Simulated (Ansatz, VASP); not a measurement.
One calculation of GaN, two programs

```
Ga N
1.0
     0.00000    2.13413    2.13413
     2.13413    0.00000    2.13413
     2.13413    2.13413    0.00000
Ga N
1 1
Direct
  0.00000 0.00000 0.00000
  0.50000 0.50000 0.50000
```

Alike in both runs: functional PBE; k mesh 14 × 14 × 14; occupations gaussian, width 0.02 eV; no spin polarisation.

Ansatz relaxed the structure, and its values are those at the end. VASP's run is a single point on that final structure, the one shown.

```csv
,VASP,Ansatz
version,VASP 6.6.1,Ansatz 0.2.0
potentials or method,"VASP PAW PBE potentials, release 64 (Ga_d, N), cutoff 520 eV","scalar-relativistic, plane waves, PAW"
valence electrons in the cell,18,18
```

|  | VASP | Ansatz | Ansatz less VASP |
| --- | --- | --- | --- |
| gap on the k mesh at the Fermi level (eV) | 0.41 | 0.42 | +0.009 |
| least direct gap on the mesh (eV) | 2.38 | 2.38 | -0.003 |
| pressure (GPa) | 0.8 | 0.0 | -0.76 |

With one functional, cell and mesh, what is left measures potentials, basis and numerics.
